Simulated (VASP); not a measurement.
Set up this calculation in VASP 6.6.1, as the native input.

```yaml
Task: single point
Functional: LDA
Potentials_or_basis: VASP PAW LDA potentials, release 64 (Ga_d, Sb)
Cutoff: 520 eV
k_mesh: 10 × 10 × 10
Occupations: gaussian, width 0.15 eV
Spin: no spin polarisation
Dipole_correction: no
Further_INCAR_settings: ALGO = Normal; EDIFF = 1e-07; NBANDS = 22
```

The structure of GaSb3 lies in POSCAR:

```
GaSb3
1.0
    0.0000000000      3.4626076314      3.7517353686
    3.4626076314      0.0000000000      3.7517353686
    3.4626076314      3.4626076314      0.0000000000
Ga Sb
1 3
Direct
    0.0000000000      0.0000000000      0.0000000000
    0.2500000000      0.2500000000      0.2500000000
    0.7500000000      0.7500000000      0.7500000000
    0.5000000000      0.5000000000      0.5000000000
```

This cell differs from its parent crystal: volume 22.491 Å^3 an atom, c/a of the conventional cell 1.0835.

The input as run:

INCAR

```
SYSTEM = GaSb3
ALGO = Normal
EDIFF = 1E-7
ENCUT = 520
GGA = CA
ISIF = 2
ISMEAR = 0
LASPH = .TRUE.
LCHARG = .FALSE.
LREAL = .FALSE.
LWAVE = .FALSE.
NBANDS = 22
NELM = 80
PREC = Accurate
SIGMA = 0.15
```

KPOINTS

```
k-points
0
G
  10 10 10
  0 0 0
```

Potentials or basis: VASP PAW LDA potentials, release 64 (Ga_d, Sb).

Command:

```bash
$ cat potpaw_LDA.64/Ga_d/POTCAR potpaw_LDA.64/Sb/POTCAR > POTCAR
$ mpirun -np 1 vasp_std > vasp.out
```

It gave:

```yaml
Pressure: 4.8 GPa
Band_gap_on_the_k_mesh: zero (band 14 reaches 11.32 eV, above the bottom of band 15 at 6.53 eV)
```

Caveat: spin-orbit coupling is left out, which moves the levels of the heavy elements.

Wall time 110 s on 1 thread of Intel(R) Xeon(R) Platinum 8488C (Sapphire Rapids) (shared host), peak memory 0.32 GiB.
